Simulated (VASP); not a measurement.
# ScAl5 (P4/mmm) in VASP: a series of runs

The runs below take ScAl5 through relaxation of cell and atoms, single point, with PBE.

Everything below comes from runs of VASP 6.6.1. Logs are shortened: lines on timing, memory, paths and dates and some standing lists are left out, and cuts for length are marked.

### Step 1. The cell of the first run

It takes space group P4/mmm (No. 123, tetragonal). Conventional cell: a = 2.834 Å, b = 2.834 Å, c = 12.023 Å, α = 90.00°, β = 90.00°, γ = 90.00°. Within 3.7 Å of Sc (site symmetry 4/mmm) lie 4 Sc at 2.83 Å and 8 Al at 2.83 Å. Within 3.7 Å of Al (site symmetry 4/mmm) lie 12 Al at 2.83 Å. Within 3.7 Å of Al (site symmetry 4mm) lie 12 Al at 2.83 Å. Al (site symmetry 4mm) has 8 Al at 2.83 Å and 4 Sc at 2.83 Å within 3.7 Å.

### Step 2. Relaxation of cell and atoms, PBE

INCAR

```
PREC = Accurate
ENCUT = 600
EDIFF = 1E-6
ISMEAR = 0
SIGMA = 0.1
LREAL = F
LASPH = T
NELM = 80
ALGO = Normal
ISIF = 3
LWAVE = F
LCHARG = F
GGA = PE
IBRION = 2
NSW = 90
EDIFFG = -0.04
```

KPOINTS

```
Automatic mesh
0
Gamma
  6 6 2
```

POSCAR

```
ScAl5
1.0
    2.8338751000      0.0000000000      0.0000000000
    0.0000000000      2.8338751000      0.0000000000
    0.0000000000      0.0000000000     12.0231138100
Sc Al
1 5
Direct
    0.5000000000      0.5000000000      0.5000000000
    0.0000000000      0.0000000000      0.0000000000
    0.5000000000      0.5000000000      0.1666666700
    0.0000000000      0.0000000000      0.3333333300
    0.0000000000      0.0000000000      0.6666666700
    0.5000000000      0.5000000000      0.8333333300
```

Potentials or basis: VASP PAW PBE potentials, release 64 (Sc_sv, Al).

The run is started by

```
$ cat potpaw_PBE.64/Sc_sv/POTCAR potpaw_PBE.64/Al/POTCAR > POTCAR
$ mpirun -np 1 vasp_std > vasp.out
```

OUTCAR:

```text
PREC = Accurate
   ENCUT = 600
   EDIFF = 1E-6
   ISMEAR = 0
   LREAL = F
   LASPH = T
   NELM = 80
   ISIF = 3
   GGA = PE
   IBRION = 2
   NSW = 90
   EDIFFG = -0.04

 ion  position               nearest neighbor table
   1  0.500  0.500  0.500-   4 2.83   5 2.83   4 2.83   5 2.83   4 2.83   5 2.83   4 2.83   5 2.83

   2  0.000  0.000  0.000-   3 2.83   6 2.83   3 2.83   6 2.83   3 2.83   6 2.83   3 2.83   6 2.83

   3  0.500  0.500  0.167-   4 2.83   4 2.83   4 2.83   4 2.83   2 2.83   2 2.83   2 2.83   2 2.83

   4  0.000  0.000  0.333-   3 2.83   3 2.83   3 2.83   3 2.83   1 2.83   1 2.83   1 2.83   1 2.83

   5  0.000  0.000  0.667-   6 2.83   6 2.83   6 2.83   6 2.83   1 2.83   1 2.83   1 2.83   1 2.83

   6  0.500  0.500  0.833-   5 2.83   5 2.83   5 2.83   5 2.83   2 2.83   2 2.83   2 2.83   2 2.83

  LATTYP: Found a simple tetragonal cell.
 ALAT       =     2.8338751000
 C/A-ratio  =     4.2426406901

  Lattice vectors:

 A1 = (   2.8338751000,   0.0000000000,   0.0000000000)
 A2 = (   0.0000000000,   2.8338751000,   0.0000000000)
 A3 = (   0.0000000000,   0.0000000000,  12.0231138100)

Analysis of symmetry for initial positions (statically):
=====================================================================
 Subroutine PRICEL returns:
 Original cell was already a primitive cell.

 Routine SETGRP: Setting up the symmetry group for a
 simple tetragonal supercell.

 Subroutine GETGRP returns: Found 16 space group operations
 (whereof 16 operations were pure point group operations)
 out of a pool of 16 trial point group operations.

The static configuration has the point symmetry D_4h.

Analysis of symmetry for dynamics (positions and initial velocities):
=====================================================================
 Subroutine PRICEL returns:
 Original cell was already a primitive cell.

 Routine SETGRP: Setting up the symmetry group for a
 simple tetragonal supercell.

 Subroutine GETGRP returns: Found 16 space group operations
 (whereof 16 operations were pure point group operations)
 out of a pool of 16 trial point group operations.

The dynamic configuration has the point symmetry D_4h.

 Subroutine INISYM returns: Found 16 space group operations
 (whereof 16 operations are pure point group operations),
 and found     1 'primitive' translations

----------------------------------------------------------------------------------------

                                     Primitive cell

  volume of cell :      96.5558

[... 83 lines left out ...]
   ISTART =      0    job   : 0-new  1-cont  2-samecut
   ICHARG =      2    charge: 1-file 2-atom 10-const
   ISPIN  =      1    spin polarized calculation?
   LNONCOLLINEAR =      F non collinear calculations
   LSORBIT =      F    spin-orbit coupling
   LASPH  =      T    aspherical Exc in radial PAW
   ENCUT  =  600.0 eV  44.10 Ry    6.64 a.u.   5.66  5.66 24.01*2*pi/ulx,y,z
   NELM   =     80;   NELMIN=  2; NELMDL= -5     # of ELM steps
   EDIFF  = 0.1E-05   stopping-criterion for ELM
   LREAL  =      F    real-space projection
   EDIFFG = -.4E-01   stopping-criterion for IOM
   NSW    =     90    number of steps for IOM
   IBRION =      2    ionic relax: 0-MD 1-quasi-New 2-CG
   NFREE  =      1    steps in history (QN), initial steepest desc. (CG)
   ISIF   =      3    stress and relaxation
   ISYM   =      2    0-nonsym 1-usesym 2-fastsym
   POTIM  = 0.5000    time-step for ionic-motion
   TEBEG  =    0.0;   TEEND  =   0.0 temperature during run
   PSTRESS=    0.0 pullay stress
   NELECT =      26.0000    total number of electrons
   NUPDOWN=      -1.0000    fix difference up-down
   EMIN   =  10.00;   EMAX   =-10.00  energy-range for DOS
   EFERMI =   0.00;   METHOD = LEGACY
   ISMEAR =     0;   SIGMA  =   0.10  broadening in eV -4-tet -1-fermi 0-gaus
   EFERMI_NEDOS =   21; number of points for ismear=-14 and -15
   IALGO  =     38    algorithm
   IMIX   =      4    mixing-type and parameters
     AMIX     =   0.40;   BMIX     =  1.00
     AMIX_MAG =   1.60;   BMIX_MAG =  1.00
  volume/ion in A,a.u.               =      16.09       108.60
  Fermi-wavevector in a.u.,A,eV,Ry     =   1.057158  1.997739 15.205635  1.117583
  Thomas-Fermi vector in A             =   2.192420
   LORBIT       =      0    0 simple, 1 ext, 2 COOP (PROOUT), +10 PAW based schemes
   GGA     = PE    functional components
   LHFCALC =     F    Hartree Fock is set to
   AEXX    =    0.0000 exact exchange contribution
   IVDW    =     0    specifies the selected vdW correction
   LEPSILON=     F    determine dielectric tensor
   LRPA    =     F    only Hartree local field effects (RPA)
 conjugate gradient relaxation of ions
 non-spin polarized calculation
 Gauss-broadening in eV      SIGMA  =   0.10
  energy-cutoff  :      600.00
  volume of cell :       96.56
 maximum number of plane-waves:      3252
 NGX is ok and might be reduce to    24
   NGX = 11   NGY = 11   NGZ = 49

--------------------------------------- Ionic step        1  -------------------------------------------

 number of electron      26.0000005 magnetization

 Free energy of the ion-electron system (eV)
  ---------------------------------------------------
  ext. energy  EPLUGINS =         0.00000000
  ---------------------------------------------------
  free energy    TOTEN  =       -25.49432454 eV

  energy without entropy =      -25.47795162  energy(sigma->0) =      -25.48613808

------------------------ aborting loop because EDIFF is reached ----------------------------------------

  FORCE on cell =-STRESS in cart. coord.  units (eV):
  Direction    XX          YY          ZZ          XY          YZ          ZX
  --------------------------------------------------------------------------------------
  -------------------------------------------------------------------------------------
  Total        4.8796102      4.8796102      5.2260233      0.0000000      0.0000000      0.0000000
  in kB       80.9687329     80.9687329     86.7168626      0.0000000      0.0000000      0.0000000
  external PRESSURE =      82.8847761 kB  Pullay stress =       0.0000000 kB
[... 307 lines left out ...]
--------------------------------------- Ionic step        9  -------------------------------------------

 number of electron      25.9999997 magnetization

 Free energy of the ion-electron system (eV)
  ---------------------------------------------------
  ext. energy  EPLUGINS =         0.00000000
  ---------------------------------------------------
  free energy    TOTEN  =       -25.79715939 eV

  energy without entropy =      -25.78014687  energy(sigma->0) =      -25.78865313

 E-fermi :   7.3399     XC(G=0): -10.2286

 val. band max:        7.3385556881   @ k =   0.1667   0.0000   0.5000
 cond. band min:       7.4100310728   @ k =   0.5000   0.1667   0.5000
 fundamental gap:      0.0714753847
 Fermi energy:         7.3399255537

 k-point     1 :       0.0000    0.0000    0.0000
  band No.  band energies     occupation
      1     -41.8605      2.00000
      2     -20.5761      2.00000
      3     -20.1956      2.00000
      4     -20.1956      2.00000
      5      -3.4901      2.00000
      6      -2.6319      2.00000
[... 422 lines left out ...]
  FREE ENERGIE OF THE ION-ELECTRON SYSTEM (eV)
  ---------------------------------------------------
  free  energy   TOTEN  =       -25.7971593938 eV

  energy  without entropy=      -25.7801468709  energy(sigma->0) =      -25.78865313

 reached required accuracy - stopping structural energy minimisation
```

OSZICAR:

```text
N       E                     dE             d eps       ncg     rms          rms(c)
DAV:   1     0.204230138848E+03    0.20423E+03   -0.12112E+04   704   0.149E+03
DAV:   2    -0.108116595520E+02   -0.21504E+03   -0.21335E+03   680   0.390E+02
DAV:   3    -0.259404855999E+02   -0.15129E+02   -0.14665E+02  1089   0.893E+01
DAV:   4    -0.263805677448E+02   -0.44008E+00   -0.41775E+00   991   0.162E+01
[... 82 lines left out ...]
DAV:   3    -0.257979375558E+02    0.26351E-01   -0.18848E-01   995   0.246E+00    0.216E-01
DAV:   4    -0.257972257385E+02    0.71182E-03   -0.45102E-03   981   0.661E-01    0.110E-01
DAV:   5    -0.257971675607E+02    0.58178E-04   -0.38902E-04  1103   0.186E-01    0.633E-02
DAV:   6    -0.257971584417E+02    0.91189E-05   -0.44352E-05   827   0.486E-02    0.139E-02
DAV:   7    -0.257971593938E+02   -0.95209E-06   -0.48240E-06   895   0.237E-02
   9 F= -.25797159E+02 E0= -.25788653E+02  d E =-.177229E-02
```

Run time: 8.4 min. Hardware: 1 thread of AMD EPYC 7R43 (Zen 3), shared host; peak memory 0.2 GiB.

Results:

```yaml
Free_energy: -25.7972 eV
Relaxed_volume: 17.41 Å³/atom
Relaxed_cell: a = 2.902 Å, b = 2.902 Å, c = 12.411 Å, α = 90.00°, β = 90.00°, γ = 90.00°
Space_group_after_relaxing_to_0.1_Å: P4/mmm (No. 123)
Energy_gained_by_relaxing: 50.5 meV/atom
Ionic_steps: 9
Pressure_after_relaxing: 0.2 GPa
Largest_force_after_relaxing: 0.011 eV/Å
```

Forces in eV/Å, atoms in the order of the input:
```
Sc   0.000  0.000  0.000
Al   0.000  0.000  0.000
Al   0.000  0.000 -0.001
Al   0.000  0.000  0.011
Al   0.000  0.000 -0.011
Al   0.000  0.000  0.001
```

Step by step:
```csv
step,energy change (eV),largest force (eV/Å),pressure (GPa),volume (Å³)
1,0.0000,0.9510,8.29,96.56
2,-0.2454,0.3506,-2.22,108.66
3,-0.2605,0.4518,-0.51,106.06
4,-0.2790,0.3109,-0.29,105.65
5,-0.2930,0.1863,0.24,104.82
6,-0.2930,0.1771,0.20,104.87
7,-0.2981,0.1332,-0.11,105.17
8,-0.3011,0.0674,-0.53,105.61
9,-0.3028,0.0113,0.23,104.49
```

Final structure:
```
CELL_PARAMETERS angstrom
2.90154 0.00000 0.00000
0.00000 2.90154 0.00000
0.00000 0.00000 12.41127
ATOMIC_POSITIONS crystal
Sc 0.50000 0.50000 0.50000
Al 0.00000 0.00000 0.00000
Al 0.50000 0.50000 0.16357
Al 0.00000 0.00000 0.32274
Al 0.00000 0.00000 0.67726
Al 0.50000 0.50000 0.83643
```

Caveat: the k points lie up to 0.36 Å⁻¹ apart in the final cell; the highest band is partly filled, so the run has too few bands.

### Step 3. Single point, PBE, collinear spin

This run uses another cell than the first one, of 17.44 Å³/atom.

INCAR

```
PREC = Accurate
ENCUT = 520
EDIFF = 1E-6
ISMEAR = 0
SIGMA = 0.1
LREAL = F
LASPH = T
NELM = 150
ALGO = Normal
ISIF = 2
LWAVE = F
LCHARG = F
ISPIN = 2
MAGMOM = 1 0 0 0 0 0
LORBIT = 11
LMAXMIX = 4
GGA = PE
NBANDS = 26
```

KPOINTS is that of step 2.

POSCAR

```
ScAl5
1.0
    2.9060316560      0.0000000000      0.0000000000
    0.0000000000      2.9060316560      0.0000000000
    0.0000000000      0.0000000000     12.3908474238
Sc Al
1 5
Direct
    0.5000000000      0.5000000000      0.5000000000
    0.0000000000      0.0000000000      0.0000000000
    0.5000000000      0.5000000000      0.1637421296
    0.0000000000      0.0000000000      0.3231837933
    0.0000000000      0.0000000000      0.6768162067
    0.5000000000      0.5000000000      0.8362578704
```

Potentials or basis: VASP PAW PBE potentials, release 64 (Sc_sv, Al).

The run is started by

```
$ cat potpaw_PBE.64/Sc_sv/POTCAR potpaw_PBE.64/Al/POTCAR > POTCAR
$ mpirun -np 1 vasp_std > vasp.out
```

Wall time 4.8 min (1 thread of AMD EPYC 7R43 (Zen 3), shared host); peak memory 0.28 GiB.

It converged, with:

```yaml
Free_energy: -25.8076 eV
Pressure: 0.3 GPa
Largest_force: 0.016 eV/Å
Net_moment: 0.52 μB per cell
Site_moments: Sc +0.35; Al +0.00 μB
Valence_electrons_inside_the_program's_atomic_spheres: Sc 9.59; Al 0.76, 0.79 (each value once)
```

Forces in eV/Å, atoms in the order of the input:
```
Sc   0.000  0.000  0.000
Al   0.000  0.000  0.000
Al   0.000  0.000 -0.012
Al   0.000  0.000  0.016
Al   0.000  0.000 -0.016
Al   0.000  0.000  0.012
```

Stress tensor (GPa, compression positive):
```
 0.51  0.00  0.00
 0.00  0.51  0.00
 0.00  0.00 -0.24
```

Levels at points of the mesh, in eV from the Fermi level:
Spin up:
| k point | band 12 | band 13 | band 14 | band 15 | band 16 | band 17 |
| --- | --- | --- | --- | --- | --- | --- |
| (0.00, 0.00, 0.00) | -0.65 | 1.76 | 2.78 | 2.78 | 4.25 | 4.87 |
| (0.50, 0.00, 0.00) | -2.17 | -1.58 | -1.40 | 0.06 | 0.52 | 2.35 |
| (0.50, 0.50, 0.00) | -0.94 | -0.87 | -0.87 | -0.60 | -0.48 | -0.48 |
| (0.00, 0.00, 0.50) | -0.49 | 1.52 | 2.78 | 2.78 | 4.25 | 4.37 |
| (0.50, 0.00, 0.50) | -2.88 | -1.79 | -0.46 | 0.18 | 0.40 | 1.55 |
| (0.50, 0.50, 0.50) | -1.53 | -1.53 | -0.88 | -0.61 | 0.56 | 0.73 |
Spin down:
| k point | band 9 | band 10 | band 11 | band 12 | band 13 | band 14 | band 15 | band 16 | band 17 | band 18 |
| --- | --- | --- | --- | --- | --- | --- | --- | --- | --- | --- |
| (0.00, 0.00, 0.00) | -5.47 | -2.08 | -1.42 | 0.19 | 1.89 | 2.92 | 2.92 | 4.38 | 4.91 | 5.27 |
| (0.50, 0.00, 0.00) | -4.50 | -4.47 | -3.34 | -2.14 | -1.49 | -1.06 | 0.13 | 0.95 | 2.40 | 2.58 |
| (0.50, 0.50, 0.00) | -2.36 | -1.59 | -1.47 | -0.93 | -0.82 | -0.82 | -0.60 | -0.37 | -0.37 | 0.07 |
| (0.00, 0.00, 0.50) | -4.10 | -3.81 | -0.22 | 0.19 | 1.56 | 2.92 | 2.92 | 4.38 | 4.47 | 5.23 |
| (0.50, 0.00, 0.50) | -4.65 | -4.19 | -3.10 | -2.76 | -1.72 | 0.08 | 0.27 | 0.44 | 1.73 | 2.58 |
| (0.50, 0.50, 0.50) | -2.12 | -1.63 | -1.53 | -1.45 | -1.45 | -0.87 | -0.58 | 0.57 | 0.73 | 0.83 |

Caveat: the k points lie up to 0.36 Å⁻¹ apart.
